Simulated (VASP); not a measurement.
**Ga: relaxation of cell and atoms with PBE**

The system is Ga.

```
CELL_PARAMETERS angstrom
2.73774 0.00000 0.00000
0.00000 2.73774 0.00000
0.00000 0.00000 2.73774
ATOMIC_POSITIONS crystal
Ga 0.00000 0.00000 0.00000
```

This isn't the form of Ga at room conditions, which is orthorhombic.

```yaml
Program: VASP 6.6.1
Task: relaxation of cell and atoms
Functional: PBE
Potentials_or_basis: VASP PAW PBE potentials, release 64 (Ga_d)
Cutoff: 600 eV
k_mesh: 15 × 15 × 15
Occupations: fermi-dirac, width 0.05 eV
Spin: non-collinear spin, zero start, spin-orbit coupling
Starting_moments: "[[0.0, 0.0, 0.0]] μB"
Dipole_correction: no
Further_INCAR_settings: ALGO = Normal; EDIFF = 1e-06; IBRION = 2; EDIFFG = -0.005; NSW = 60; ISIF = 3
```

```
Relaxed volume                                        : 20.22 Å³/atom
Relaxed cell                                          : a = 2.724 Å, b = 2.724 Å, c = 2.724 Å, α = 90.00°, β = 90.00°, γ = 90.00°
Space group after relaxing (to 0.1 Å)                 : Pm-3m (No. 221)
Energy gained by relaxing                             : 0.7 meV/atom
Ionic steps                                           : 3
Pressure after relaxing                               : 0.0 GPa
Net moment                                            : 0.00 μB per cell
Valence electrons inside the program's atomic spheres : Ga 11.56
```

The path:
```csv
step,energy change (eV),largest force (eV/Å),pressure (GPa),volume (Å³)
1,0.0000,0.0000,-0.74,20.52
2,-0.0007,0.0000,-0.05,20.24
3,-0.0007,0.0000,-0.01,20.22
```

Final structure:
```
Ga
1.0
     2.72429    0.00000    0.00000
     0.00000    2.72429    0.00000
     0.00000    0.00000    2.72429
Ga
1
Cartesian
  0.0000 0.0000 0.0000
```

Moments on the atoms (μB; x, y, z):
```
Ga  0.00 0.00 0.00
```

It took 71 s on 1 thread of Intel(R) Xeon(R) 6975P-C (Granite Rapids), with other jobs on the host, peak memory 0.25 GiB.
